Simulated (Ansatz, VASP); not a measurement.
# BeSe2 in VASP and in Ansatz

Contents of INCAR:

```
SYSTEM = BeSe2
  ALGO = Normal
  EDIFF = 1E-6
  EDIFFG = -0.01
  ENCUT = 600
  GGA = PE
  IBRION = 2
  ISIF = 3
  ISMEAR = 0
  LASPH = .True.
  LCHARG = .False.
  LREAL = .False.
  LWAVE = .False.
  NELM = 60
  NSW = 100
  PREC = Accurate
  SIGMA = 0.02
```

The input KPOINTS:

```
k-points
0
Gamma
  6 6 6
  0 0 0
```

Contents of POSCAR:

```
BeSe2
1.0
    5.9248394530      0.0000000000      0.0000000000
    0.0000000000      5.9248394530      0.0000000000
    0.0000000000      0.0000000000      5.9248394530
Be Se
4 8
Direct
    0.5000000000      0.0000000000      0.5000000000
    0.0000000000      0.0000000000      0.0000000000
    0.5000000000      0.5000000000      0.0000000000
    0.0000000000      0.5000000000      0.5000000000
    0.6165736089      0.8834263911      0.1165736089
    0.3834263911      0.1165736089      0.8834263911
    0.6165736089      0.6165736089      0.6165736089
    0.3834263911      0.3834263911      0.3834263911
    0.8834263911      0.1165736089      0.6165736089
    0.1165736089      0.8834263911      0.3834263911
    0.1165736089      0.6165736089      0.8834263911
    0.8834263911      0.3834263911      0.1165736089
```

Input for Ansatz:

```yaml
crystal:
  lattice:
    - [5.924839453, 0.0, 0.0]
    - [0.0, 5.924839453, 0.0]
    - [0.0, 0.0, 5.924839453]
  atoms:
    - { symbol: Be, position: [0.5, 0.0, 0.5] }
    - { symbol: Be, position: [0.0, 0.0, 0.0] }
    - { symbol: Be, position: [0.5, 0.5, 0.0] }
    - { symbol: Be, position: [0.0, 0.5, 0.5] }
    - { symbol: Se, position: [0.6165736089, 0.8834263911, 0.1165736089] }
    - { symbol: Se, position: [0.3834263911, 0.1165736089, 0.8834263911] }
    - { symbol: Se, position: [0.6165736089, 0.6165736089, 0.6165736089] }
    - { symbol: Se, position: [0.3834263911, 0.3834263911, 0.3834263911] }
    - { symbol: Se, position: [0.8834263911, 0.1165736089, 0.6165736089] }
    - { symbol: Se, position: [0.1165736089, 0.8834263911, 0.3834263911] }
    - { symbol: Se, position: [0.1165736089, 0.6165736089, 0.8834263911] }
    - { symbol: Se, position: [0.8834263911, 0.3834263911, 0.1165736089] }
basis:
  ecutwfc: 420
kpoints:
  mp_grid: { grid: [6, 6, 6] }
hamiltonian:
  xc: pbe
scf:
  occupations: { method: gaussian, width: 0.02 }
output:
  forces: true
  stress: true
  eigenvalues: true
relax:
  adjacent_minimum: "off"
  f_tol: 0.01
  max_steps: 80
  cell: { stress_tol: 0.05 }
```

Alike in both runs: task relaxation of cell and atoms; functional PBE; k mesh 6 × 6 × 6; occupations gaussian, width 0.02 eV; no spin polarisation.

```csv
,VASP,Ansatz
version,VASP 6.6.1,Ansatz 0.2.0
potentials or method,"VASP PAW PBE potentials, release 64 (Be, Se), cutoff 600 eV","scalar-relativistic, plane waves, PAW"
valence electrons in the cell,56,136
```

```csv
,VASP,Ansatz,Ansatz less VASP
"gap on the k mesh at the Fermi level, each at its own relaxed structure (eV)",0.74,0.75,+0.009
relaxed volume (Å³/atom),17.47,17.46,-0.010
relaxed length of the cell vector where the two differ most in proportion (Å),5.941,5.940,-0.0012
```

VASP's potentials hold 56 valence electrons a cell and Ansatz's 136, so a difference there can come from the potentials and not from the codes.
